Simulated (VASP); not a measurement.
Wanted: the native input for a VASP 6.6.1 run.

```yaml
Task: single point
Functional: PBE
Potentials_or_basis: VASP PAW PBE potentials, release 64 (Mn_pv, S)
Cutoff: 520 eV
k_mesh: 6 × 6 × 6
Occupations: gaussian, width 0.05 eV
Spin: collinear spin, ferromagnetic start
Starting_moments: "[2.5, 0.0] μB"
Fixed_moment: 2.5 μB
Hubbard_terms: Mn d U = 3.0 eV
Dipole_correction: no
Further_INCAR_settings: ALGO = Normal; EDIFF = 1e-07; NBANDS = 20
```

The structure of MnS lies in POSCAR:

```
MnS
1.0
    0.0000000000      2.8000000000      2.8000000000
    2.8000000000      0.0000000000      2.8000000000
    2.8000000000      2.8000000000      0.0000000000
Mn S
1 1
Direct
    0.0000000000      0.0000000000      0.0000000000
    0.7500000000      0.7500000000      0.7500000000
```

The input as run:

INCAR

```
SYSTEM = MnS
  PREC = Accurate
  ENCUT = 520
  EDIFF = 1E-7
  ISMEAR = 0
  SIGMA = 0.05
  LREAL = .False.
  LASPH = .True.
  NELM = 150
  ALGO = Normal
  ISIF = 2
  LWAVE = .False.
  LCHARG = .False.
  ISPIN = 2
  MAGMOM = 2.5 0
  LORBIT = 11
  NUPDOWN = 2.5
  LMAXMIX = 4
  LDAU = .True.
  LDAUTYPE = 2
  LDAUL = 2 -1
  LDAUU = 3 0
  LDAUJ = 0 0
  LDAUPRINT = 1
  GGA = PE
  NBANDS = 20
```

KPOINTS

```
regular mesh
0
Gamma
  6 6 6
  0 0 0
```

Potentials or basis: VASP PAW PBE potentials, release 64 (Mn_pv, S).

The run is started by

```bash
$ cat potpaw_PBE.64/Mn_pv/POTCAR potpaw_PBE.64/S/POTCAR > POTCAR
$ mpirun -np 1 vasp_std > vasp.out
```

Results of the run:

```json
{"Pressure": "-12.3 GPa", "Net moment": "2.50 μB per cell", "Site moments": "Mn +2.79; S -0.21 μB", "Valence electrons inside the program's atomic spheres": "Mn 11.46; S 3.65"}
```

Caveat: the total moment is fixed, so each spin has its own Fermi level; a cell with one magnetic atom can't hold antiferromagnetic order, which such compounds often take.

Wall time 20 s on 1 thread of Intel(R) Xeon(R) 6975P-C (Granite Rapids), with other jobs on the host, peak memory 0.19 GiB.
